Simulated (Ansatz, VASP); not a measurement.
BN in VASP and in Ansatz

File POSCAR:

```
BN
1.0
    2.6121085884      0.0000000000      0.0000000000
   -1.3060542942      2.2621523950      0.0000000000
    0.0000000000      0.0000000000      6.4858365899
B N
2 2
Direct
    0.3333333333      0.6666666667      0.2500000000
    0.6666666667      0.3333333333      0.7500000000
    0.3333333333      0.6666666667      0.7500000000
    0.6666666667      0.3333333333      0.2500000000
```

File INCAR.step1:

```
ALGO = Normal ; EDIFF = 1E-4
ENCUT = 520 ; GGA = PE
ISMEAR = 0 ; LASPH = T
LCHARG = F ; LREAL = F
LWAVE = T ; NBANDS = 16
NELM = 80 ; PREC = Accurate
SIGMA = 0.01
```

INCAR.step2

```
ALGO = Normal ; EDIFF = 1E-6
ENCUT = 520 ; ISIF = 2
ISMEAR = 0 ; ISTART = 1
LASPH = T ; LCHARG = F
LMIXTAU = T ; LREAL = F
LWAVE = F ; METAGGA = R2SCAN
NBANDS = 16 ; NELM = 80
PREC = Accurate ; SIGMA = 0.01
```

Contents of KPOINTS:

```
k-points
0
Gamma
  12 12 4
```

Input for Ansatz:

```yaml
crystal:
  lattice:
    - [2.6121085884, 0.0, 0.0]
    - [-1.3060542942, 2.262152395, 0.0]
    - [0.0, 0.0, 6.4858365899]
  atoms:
    - { symbol: B, position: [0.3333333333, 0.6666666667, 0.25] }
    - { symbol: B, position: [0.6666666667, 0.3333333333, 0.75] }
    - { symbol: "N", position: [0.3333333333, 0.6666666667, 0.75] }
    - { symbol: "N", position: [0.6666666667, 0.3333333333, 0.25] }
kpoints:
  mp_grid: { grid: [12, 12, 4] }
  band_path:
    path:
      - [0.0, 0.0, 0.0]
      - [0.5, 0.0, 0.0]
      - [0.3333333333, 0.3333333333, 0.0]
      - [0.0, 0.0, 0.5]
      - [0.5, 0.0, 0.5]
      - [0.3333333333, 0.3333333333, 0.5]
      - [0.294271, 0.294271, -0.002604]
      - [0.0, 0.5, 0.0]
    npoints: 1
hamiltonian:
  xc: r2scan
scf:
  occupations: { method: fixed }
  n_extra_bands: 5
output:
  forces: true
  stress: true
  eigenvalues: true
  write_density: true
  write_potential: true
  elf: true
  volumetric_format: npy
```

Change from the starting cell: epitaxial_xy strain +4.5%.

Alike in both runs: task single point; functional r2SCAN; k mesh 12 × 12 × 4; no spin polarisation.

```csv
,VASP,Ansatz
version,VASP 6.6.1,Ansatz 0.2.0
potentials or method,"VASP PAW PBE potentials, release 64 (B, N)","plane waves, PAW"
plane-wave cutoff (eV),520,500
occupations,"gaussian, width 0.01 eV",fixed
valence electrons in the cell,16,16
```

Ansatz gave:

- gap on the k mesh at the Fermi level (eV): 4.54
- pressure (GPa): -26.7
- traceless stress, the component that is largest in VASP (GPa): 28.16

Question: What did VASP give for the same quantities?

Answer: gap on the k mesh at the Fermi level (eV): 4.58; pressure (GPa): -26.4; traceless stress, the component that is largest in VASP (GPa): 27.62.

VASP's potentials were made for PBE, not for r2SCAN.
